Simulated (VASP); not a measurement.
Here is a VASP 6.6.1 calculation.

POSCAR

```
CdS
1.0
    0.0000000000      2.9165000000      2.9165000000
    2.9165000000      0.0000000000      2.9165000000
    2.9165000000      2.9165000000      0.0000000000
Cd S
1 1
Direct
    0.0000000000      0.0000000000      0.0000000000
    0.2500000000      0.2500000000      0.2500000000
```

INCAR.step1

```
SYSTEM = CdS
  PREC = Accurate
  ENCUT = 520
  ISMEAR = 0
  SIGMA = 0.02
  LREAL = .FALSE.
  LASPH = .TRUE.
  NELM = 60
  NBANDS = 16
  GGA = PE
  ALGO = Normal
  EDIFF = 1E-4
  LWAVE = .TRUE.
  LCHARG = .FALSE.
```

INCAR.step2

```
SYSTEM = CdS
  PREC = Accurate
  ENCUT = 520
  EDIFF = 1E-6
  ISMEAR = 0
  SIGMA = 0.02
  LREAL = .FALSE.
  LASPH = .TRUE.
  NELM = 60
  ALGO = Normal
  ISIF = 2
  LWAVE = .FALSE.
  LCHARG = .FALSE.
  METAGGA = R2SCAN
  LMIXTAU = .TRUE.
  NBANDS = 16
  ISTART = 1
```

KPOINTS

```
regular mesh
0
G
  8 8 8
  0 0 0
```

Potentials or basis: VASP PAW PBE potentials, release 64 (Cd, S).

Run with:

```bash
$ cat potpaw_PBE.64/Cd/POTCAR potpaw_PBE.64/S/POTCAR > POTCAR
$ cp INCAR.step1 INCAR
$ mpirun -np 1 vasp_std > vasp.out
$ cp INCAR.step2 INCAR
$ mpirun -np 1 vasp_std > vasp.out
```

Task: Estimate the pressure.

Result: 1.8 GPa.

Task: Predict the band gap on the k mesh.

Result: 1.59 eV.

Caveat: the PAW data sets were made with another functional, which shifts forces and pressure a little. r2SCAN opens gaps a little over a GGA but as a rule still falls short of measured ones.
